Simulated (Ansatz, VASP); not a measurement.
# Nb: VASP beside Ansatz

POSCAR

```
Nb
1.0
    2.6352031706      0.0000000000      0.0000000000
    0.0000000000      2.6352031706      0.0000000000
    0.0000000000      0.0000000000      2.6352031706
Nb
1
Direct
    0.0000000000      0.0000000000      0.0000000000
```

The input INCAR.step1:

```
SYSTEM = Nb
ALGO     = Normal         ! electronic algorithm
EDIFF    = 1E-4           ! SCF threshold, eV
ENCUT    = 520            ! plane-wave cutoff, eV
GGA      = PE             ! functional
ISMEAR   = -1             ! smearing method
LASPH    = .TRUE.         ! aspherical terms in the spheres
LCHARG   = .FALSE.        ! write CHGCAR
LREAL    = .FALSE.        ! projectors in reciprocal space
LWAVE    = .TRUE.         ! write WAVECAR
NBANDS   = 12             ! bands
NELM     = 100            ! most SCF steps
PREC     = Accurate       ! precision mode
SIGMA    = 0.1            ! smearing width, eV
```

INCAR.step2

```
SYSTEM = Nb
ALGO     = Normal         ! electronic algorithm
EDIFF    = 1E-6           ! SCF threshold, eV
ENCUT    = 520            ! plane-wave cutoff, eV
ISIF     = 2              ! what is computed and relaxed
ISMEAR   = -1             ! smearing method
ISTART   = 1            
LASPH    = .TRUE.         ! aspherical terms in the spheres
LCHARG   = .FALSE.        ! write CHGCAR
LMIXTAU  = .TRUE.       
LREAL    = .FALSE.        ! projectors in reciprocal space
LWAVE    = .FALSE.        ! write WAVECAR
METAGGA  = R2SCAN         ! meta-GGA
NBANDS   = 12             ! bands
NELM     = 100            ! most SCF steps
PREC     = Accurate       ! precision mode
SIGMA    = 0.1            ! smearing width, eV
```

KPOINTS

```
k-points
0
G
  13 13 13
  0 0 0
```

Input for Ansatz:

```yaml
crystal:
  lattice:
    - [2.6352031706, 0.0, 0.0]
    - [0.0, 2.6352031706, 0.0]
    - [0.0, 0.0, 2.6352031706]
  atoms:
    - { symbol: Nb, position: [0.0, 0.0, 0.0] }
hamiltonian:
  xc: r2scan
  pseudopotentials:
    kind: paw
    azcp:
      Nb: "pseudopotentials/Nb.paw.azcp"
basis:
  ecutwfc: 500
  fft_grid_basis: typed
kpoints:
  mp_grid: { grid: [13, 13, 13], shift: [0, 0, 0] }
magnetization:
  spin_polarized: false
scf:
  occupations: { method: fermi_dirac, width: 0.1 }
  lower_state_search: "off"
output:
  stress: true
```

Alike in both runs: task single point; functional r2SCAN; k mesh 13 × 13 × 13; occupations fermi-dirac, width 0.1 eV; no spin polarisation.

```csv
,VASP,Ansatz
version,VASP 6.6.1,Ansatz 0.2.0
potentials or method,"VASP PAW PBE potentials, release 64 (Nb_sv), cutoff 520 eV","plane waves (500 eV) with PAW, scalar-relativistic"
valence electrons in the cell,13,13
```

|  | VASP | Ansatz | Ansatz less VASP |
| --- | --- | --- | --- |
| pressure (GPa) | 12.6 | 12.6 | +0.04 |

VASP's potentials were made for PBE, not for r2SCAN. The functional is the same, so the differences come from potentials, cutoffs and numerics.
